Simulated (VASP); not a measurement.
A run of VASP 6.6.1 is set up as follows.

The input INCAR:

```
SYSTEM = SnO2
  ALGO = Normal
  EDIFF = 1E-6
  ENCUT = 520
  GGA = PS
  ISIF = 2
  ISMEAR = 0
  LASPH = .TRUE.
  LCHARG = .FALSE.
  LREAL = .FALSE.
  LUSENCCL = .FALSE.
  LWAVE = .FALSE.
  NBANDS = 35
  NELM = 100
  PREC = Accurate
  SIGMA = 0.05
```

File KPOINTS:

```
k-points
0
G
  10 10 10
  0 0 0
```

POSCAR

```
SnO2
1.0
   -2.0054999738      2.0054999738      5.1227446880
    2.0054999738     -2.0054999738      5.1227446880
    2.0054999738      2.0054999738     -5.1227446880
Sn O
2 4
Direct
    0.7500000000      0.2500000000      0.5000000000
    0.0000000000      0.0000000000      0.0000000000
    0.7247800487      0.7970812214     -0.0723011727
    0.9529187786      0.4529187786      0.5000000000
    0.2029187786      0.2029187786      0.0000000000
    0.5470812214      0.0470812214      0.5000000000
```

Potentials or basis: VASP PAW PBE potentials, release 64 (Sn_d, O).

Run with:

```bash
$ cat potpaw_PBE.64/Sn_d/POTCAR potpaw_PBE.64/O/POTCAR > POTCAR
$ mpirun -np 1 vasp_std > vasp.out
```

Question: Estimate the band gap on the k mesh.

Answer: 1.43 eV (least direct gap 1.87 eV).

Question: Estimate the pressure.

Answer: 0.1 GPa.

Question: Estimate the largest force.

Answer: 0.824 eV/Å.

Forces in eV/Å, atoms in the order of the input:
```
Sn   0.000 -0.170  0.081
Sn   0.000 -0.183 -0.116
O    0.000  0.820  0.080
O    0.000  0.226 -0.013
O    0.000 -0.581 -0.038
O    0.000 -0.112  0.005
```

Caveat: the cell differs from its parent crystal (atom 3 (O) moved by -0.290 Å along [0 1 0] and -0.000 Å along [0 0 1]); the PAW data sets were made with another functional, which shifts forces and pressure a little; spin-orbit coupling is left out, which moves the levels of the heavy elements. A k mesh can miss the band edges.
